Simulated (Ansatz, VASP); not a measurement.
**Two plane-wave programs on Ca**

INCAR

```
ALGO = Normal ; EDIFF = 1E-7
EDIFFG = -0.001 ; ENCUT = 600
GGA = CA ; IBRION = 2
ISIF = 3 ; ISMEAR = -1
LASPH = T ; LCHARG = F
LREAL = F ; LWAVE = F
NELM = 60 ; NSW = 80
PREC = Accurate ; SIGMA = 0.15
```

File KPOINTS:

```
k-points
0
Gamma
  14 14 14
```

The input POSCAR:

```
Ca
1.0
    0.0000000000      2.6688037178      2.6688037178
    2.6688037178      0.0000000000      2.6688037178
    2.6688037178      2.6688037178      0.0000000000
Ca
1
Direct
    0.0000000000      0.0000000000      0.0000000000
```

Input for Ansatz:

```yaml
crystal:
  lattice:
    - [0.0, 2.6688037178, 2.6688037178]
    - [2.6688037178, 0.0, 2.6688037178]
    - [2.6688037178, 2.6688037178, 0.0]
  atoms:
    - { symbol: Ca, position: [0.0, 0.0, 0.0] }
basis:
  ecutwfc: 420
kpoints:
  mp_grid: { grid: [14, 14, 14] }
hamiltonian:
  xc: lda
  pseudopotentials: { kind: paw, azcp: { folder: soft_1 } }
scf:
  occupations: { method: fermi_dirac, width: 0.15 }
output:
  forces: true
  stress: true
  eigenvalues: true
relax:
  adjacent_minimum: "off"
  f_tol: 0.001
  max_steps: 60
  cell: { stress_tol: 0.01 }
```

Alike in both runs: task relaxation of cell and atoms; functional LDA; k mesh 14 × 14 × 14; occupations fermi-dirac, width 0.15 eV; no spin polarisation.

```csv
,VASP,Ansatz
version,VASP 6.6.1,Ansatz 0.2.0
potentials or method,"VASP PAW LDA potentials, release 64 (Ca_sv), cutoff 600 eV","scalar-relativistic, plane waves, PAW"
valence electrons in the cell,10,10
```

Ansatz gave:

```
gap on the k mesh at the Fermi level, each at its own relaxed structure (eV)  : none
relaxed volume (Å³/atom)                                                      : 38.17
relaxed length of the cell vector where the two differ most in proportion (Å) : 3.779
```

Estimate VASP's values.

gap on the k mesh at the Fermi level, each at its own relaxed structure (eV): none; relaxed volume (Å³/atom): 38.24; relaxed length of the cell vector where the two differ most in proportion (Å): 3.782.

Ansatz warns that its potentials were made for another functional, while VASP's fit it. LDA's correlation is that of Perdew and Zunger in VASP and of Perdew and Wang (1992) in Ansatz. A gap of «none» marks a metal or a gap that the smearing closes.
